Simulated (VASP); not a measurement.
Wanted: the native input for a VASP 6.6.1 run.

```yaml
Task: single point
Functional: PBE
Potentials_or_basis: VASP PAW PBE potentials, release 64 (Sr_sv)
Cutoff: 500 eV
k_mesh: 6 × 6 × 6
Occupations: gaussian, width 0.1 eV
Spin: no spin polarisation
Dipole_correction: no
Further_INCAR_settings: ALGO = Normal; EDIFF = 1e-06; NBANDS = 11
```

The structure of Sr lies in POSCAR:

```
Sr
1.0
   -2.4114511628      2.4114511628      2.4114511628
    2.4114511628     -2.4114511628      2.4114511628
    2.4114511628      2.4114511628     -2.4114511628
Sr
1
Direct
    0.0000000000      0.0000000000      0.0000000000
```

This cell differs from its parent crystal: Ba replaced by Sr, lengths x 0.944, strained.

One way to write it, as run:

INCAR

```
ALGO = Normal
EDIFF = 1E-6
ENCUT = 500
GGA = PE
GGA_COMPAT = F
ISIF = 2
ISMEAR = 0
LASPH = T
LCHARG = F
LREAL = F
LWAVE = F
NBANDS = 11
NELM = 120
PREC = Accurate
SIGMA = 0.1
```

KPOINTS

```
k-points
0
Gamma
  6 6 6
```

Potentials or basis: VASP PAW PBE potentials, release 64 (Sr_sv).

The run is started by

```sh
$ cat potpaw_PBE.64/Sr_sv/POTCAR > POTCAR
$ mpirun -np 1 vasp_std > vasp.out
```

Results of the run:

```json
{"Pressure": "-0.5 GPa", "Band gap on the k mesh": "zero (band 5 reaches 1.74 eV, above the bottom of band 6 at 1.41 eV)"}
```

Caveat: the cell differs from its parent crystal (Ba replaced by Sr, lengths x 0.944, strained).

Run time: 14 s on 1 thread of AMD EPYC 7R43 64-Core Processor (Zen 3) (shared host), peak memory 0.13 GiB.
